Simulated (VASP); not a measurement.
Crystal: Al.

```
Al
1.0
    -1.46932    1.46033   -1.99813
     4.30981    1.42240   -1.95555
    -1.43139   -4.33060   -1.98932
Al
4
Direct
  0.95740 0.26839 0.76200
  0.50948 0.75066 0.75732
  0.01432 0.73663 0.23489
  0.51880 0.24432 0.24578
```

| Quantity | Value |
| --- | --- |
| Program | VASP 6.6.1 |
| Task | relaxation of cell and atoms |
| Functional | PBE |
| Potentials or basis | VASP PAW PBE potentials, release 64 (Al) |
| Cutoff | 600 eV |
| k mesh | 8 × 6 × 6 |
| Occupations | gaussian, width 0.2 eV |
| Spin | no spin polarisation |

At the start: pressure 0.3 GPa; volume 16.61 Å³/atom.

**Question.** How do energy, volume and symmetry change on relaxing?

**Answer.** Over 12 steps the energy falls by 26.2 meV/atom and the volume is 16.49 Å³/atom (-0.7 %); space group P1 (No. 1, to 0.1 Å) before, Fm-3m (No. 225, to 0.1 Å).

Step by step:
| step | energy change (eV) | largest force (eV/Å) | pressure (GPa) | volume (Å³) |
| --- | --- | --- | --- | --- |
| 1 | 0.0000 | 0.7667 | 0.26 | 66.43 |
| 2 | -0.0596 | 0.4276 | -0.50 | 66.69 |
| 3 | -0.0811 | 0.2155 | -0.99 | 66.98 |
| 4 | -0.0901 | 0.1985 | 0.32 | 65.81 |
| 5 | -0.0905 | 0.1944 | 0.68 | 65.51 |
| 6 | -0.0978 | 0.1340 | 0.43 | 65.69 |
| 7 | -0.1018 | 0.0699 | 0.13 | 65.93 |
| 8 | -0.1033 | 0.0557 | -0.14 | 66.15 |
| 9 | -0.1037 | 0.0458 | -0.37 | 66.34 |
| 10 | -0.1045 | 0.0344 | 0.00 | 66.01 |
| 11 | -0.1045 | 0.0331 | 0.05 | 65.97 |
| 12 | -0.1047 | 0.0245 | 0.05 | 65.97 |

Final structure:
```
Al
1.0
    -1.44934    1.44887   -2.04332
     4.26510    1.43007   -1.99753
    -1.43069   -4.26523   -1.99856
Al
4
Direct
  0.99692 0.25032 0.75000
  0.49891 0.75038 0.75001
  0.00395 0.74971 0.24990
  0.50021 0.24959 0.25009
```
